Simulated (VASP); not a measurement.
# InP (Fm-3m) in VASP: further runs, part 2 of 2

VASP 6.6.1. Earlier steps stand in the parts before.

## (4) Single point, RPBE+D3(BJ)

This run uses another cell than the first one, of 17.47 Å³/atom, 0.823 times its volume.

INCAR reads:

```
SYSTEM = InP
ALGO = Normal ; EDIFF = 1E-6
ENCUT = 520 ; GGA = RP
ISIF = 2 ; ISMEAR = -1
IVDW = 12 ; LASPH = .TRUE.
LCHARG = .FALSE. ; LREAL = .FALSE.
LWAVE = .FALSE. ; NBANDS = 16
NELM = 80 ; PREC = Accurate
SIGMA = 0.05
```

KPOINTS reads:

```
k-points
0
G
  8 8 8
  0 0 0
```

POSCAR reads:

```
InP
1.0
    0.0000000000      2.5947126891      2.5947126891
    2.5947126891      0.0000000000      2.5947126891
    2.5947126891      2.5947126891      0.0000000000
In P
1 1
Direct
    0.0000000000      0.0000000000      0.0000000000
    0.5000000000      0.5000000000      0.5000000000
```

Potentials or basis: VASP PAW PBE potentials, release 64 (In_d, P).

Started as:

```
$ cat potpaw_PBE.64/In_d/POTCAR potpaw_PBE.64/P/POTCAR > POTCAR
$ mpirun -np 1 vasp_std > vasp.out
```

OUTCAR:

```text
SYSTEM = InP
   EDIFF = 1E-6
   ENCUT = 520
   GGA = RP
   ISIF = 2
   ISMEAR = -1
   IVDW = 12
   LASPH = .TRUE.
   LREAL = .FALSE.
   NELM = 80
   PREC = Accurate
 IVDW          = 12

 ion  position               nearest neighbor table
   1  0.000  0.000  0.000-   2 2.59   2 2.59   2 2.59   2 2.59   2 2.59   2 2.59
   2  0.500  0.500  0.500-   1 2.59   1 2.59   1 2.59   1 2.59   1 2.59   1 2.59

  LATTYP: Found a face centered cubic cell.
 ALAT       =     5.1894253782

  Lattice vectors:

 A1 = (   0.0000000000,   2.5947126891,   2.5947126891)
 A2 = (   2.5947126891,   0.0000000000,   2.5947126891)
 A3 = (   2.5947126891,   2.5947126891,   0.0000000000)

Analysis of symmetry for initial positions (statically):
=====================================================================
 Subroutine PRICEL returns:
 Original cell was already a primitive cell.

 Routine SETGRP: Setting up the symmetry group for a
 face centered cubic supercell.

 Subroutine GETGRP returns: Found 48 space group operations
 (whereof 48 operations were pure point group operations)
 out of a pool of 48 trial point group operations.

The static configuration has the point symmetry O_h .
[... 159 lines left out ...]

 E-fermi :   9.9655     XC(G=0): -11.2472

 val. band max:        9.9262829035   @ k =  -0.1250   0.1250   0.0000
 cond. band min:      10.0046825133   @ k =   0.5000   0.0000   0.0000
 fundamental gap:      0.0783996098
 Fermi energy:         9.9655194134

 k-point     1 :       0.0000    0.0000    0.0000
  band No.  band energies     occupation
      1      -4.8373      2.00000
      2      -4.8373      2.00000
      3      -4.8057      2.00000
      4      -4.8057      2.00000
      5      -4.8057      2.00000
      6      -3.8464      2.00000
[... 433 lines left out ...]
      3      -4.7973      2.00000
      4      -4.7231      2.00000
      5      -4.6381      2.00000
      6      -0.2902      2.00000
[... 8 lines left out ...]
     15      20.9059      0.00000
     16      23.7228      0.00000

 [... further k-points ...]

------------------------ aborting loop because EDIFF is reached ----------------------------------------

 Edisp (eV)   -4.62063

 E8    (eV) :    -3.0498

  FORCE on cell =-STRESS in cart. coord.  units (eV):
  Direction    XX          YY          ZZ          XY          YZ          ZX
  --------------------------------------------------------------------------------------
  -------------------------------------------------------------------------------------
  Total      -0.03080    -0.03080    -0.03080    -0.00000     0.00000    -0.00000
  in kB      -1.41249    -1.41249    -1.41249    -0.00000     0.00000    -0.00000
  external pressure =       -1.41 kB  Pullay stress =        0.00 kB

 VOLUME and BASIS-vectors are now :
 -----------------------------------------------------------------------------
  energy-cutoff  :      520.00
  volume of cell :       34.94
      direct lattice vectors                 reciprocal lattice vectors
     0.000000000  2.594712689  2.594712689    -0.192699562  0.192699562  0.192699562
     2.594712689  0.000000000  2.594712689     0.192699562 -0.192699562  0.192699562
     2.594712689  2.594712689  0.000000000     0.192699562  0.192699562 -0.192699562

 POSITION                                       TOTAL-FORCE (eV/Angst)
 -----------------------------------------------------------------------------------
      0.00000      0.00000      0.00000         0.000000     -0.000000     -0.000000
      2.59471      2.59471      2.59471        -0.000000      0.000000      0.000000
 -----------------------------------------------------------------------------------
    total drift:                               -0.000000      0.000000      0.000000

  FREE ENERGIE OF THE ION-ELECTRON SYSTEM (eV)
  ---------------------------------------------------
  free  energy   TOTEN  =       -11.2524565659 eV

  energy  without entropy=      -11.2470559030  energy(sigma->0) =      -11.24975623
```

OSZICAR:

```text
N       E                     dE             d eps       ncg     rms          rms(c)
DAV:   1     0.109032100362E+03    0.10903E+03   -0.84712E+03   960   0.139E+03
DAV:   2    -0.810858869776E+00   -0.10984E+03   -0.10495E+03  1096   0.312E+02
DAV:   3    -0.686632363197E+01   -0.60555E+01   -0.60089E+01  1216   0.697E+01
DAV:   4    -0.699710165117E+01   -0.13078E+00   -0.13075E+00  1192   0.100E+01
DAV:   5    -0.700270026393E+01   -0.55986E-02   -0.55986E-02  1336   0.195E+00    0.715E+00
DAV:   6    -0.666326352270E+01    0.33944E+00   -0.49761E-01  1408   0.153E+01    0.429E+00
DAV:   7    -0.663233785638E+01    0.30926E-01   -0.15748E-01  1464   0.463E+00    0.155E+00
DAV:   8    -0.663176092514E+01    0.57693E-03   -0.15425E-02  1280   0.200E+00    0.322E-01
DAV:   9    -0.663181658097E+01   -0.55656E-04   -0.12477E-03  1416   0.705E-01    0.136E-01
DAV:  10    -0.663180659061E+01    0.99904E-05   -0.87971E-05  1112   0.853E-02    0.541E-02
DAV:  11    -0.663182091695E+01   -0.14326E-04   -0.29248E-05  1144   0.419E-02    0.125E-02
DAV:  12    -0.663182297320E+01   -0.20563E-05   -0.53337E-06  1136   0.239E-02    0.131E-02
DAV:  13    -0.663182268767E+01    0.28553E-06   -0.20795E-07   656   0.344E-03
   1 F= -.11252457E+02 E0= -.11249756E+02  d E =-.540066E-02
```

Run time: 26 s. Hardware: 1 thread of Intel Xeon 8259CL, shared host; peak memory 0.17 GiB.

What came out:

| Property | Result |
| --- | --- |
| Free energy | -11.2525 eV |
| Pressure | -0.1 GPa |
| Band gap on the k mesh | zero (band 9 reaches 10.15 eV, above the bottom of band 10 at 7.57 eV) |
| Dispersion energy per atom | -2.310 eV |

Levels at points of the mesh, in eV from the Fermi level:
```
           k point  band 7  band 8  band 9  band 10  band 11  band 12
(0.00, 0.00, 0.00)   -0.63   -0.63   -0.63     2.22     6.90     6.90
(0.50, 0.00, 0.00)   -7.93    0.04    0.04     2.41     3.15     3.15
(0.50, 0.50, 0.00)   -6.46   -3.22   -3.22    -2.39     3.21    11.53
```

Caveat: the PAW data sets were made with another functional, which shifts forces and pressure a little; spin-orbit coupling is left out, which moves the levels of the heavy elements; pairwise dispersion overbinds metals, which lowers pressure and volume.

## (5) The runs side by side

```csv
task,level,cell,cutoff (eV),gap on the mesh (eV),pressure (GPa),relaxed volume (Å³/atom)
relaxation of cell and atoms,BLYP+D3(BJ),"relaxed from a = 3.916 Å, angles 60.0°, 2 atoms",600,none,0.0,20.83
relaxation of cell and atoms,BLYP+D4,"relaxed from a = 3.916 Å, angles 60.0°, 2 atoms",600,none,0.0,21.13
single point,RPBE+D3(BJ),"a = 3.669 Å, angles 60.0°, 2 atoms",520,none,-0.1,-
```

Alike in all rows: potentials or basis VASP PAW PBE potentials, release 64 (In_d, P); no spin polarisation; k mesh 8 × 8 × 8; smearing fermi-dirac 0.05 eV.

Caveats: the PAW data sets were made with another functional, which shifts forces and pressure a little; spin-orbit coupling is left out, which moves the levels of the heavy elements; pairwise dispersion overbinds metals, which lowers pressure and volume.

Absolute energies hang on the potentials; compare differences alone.
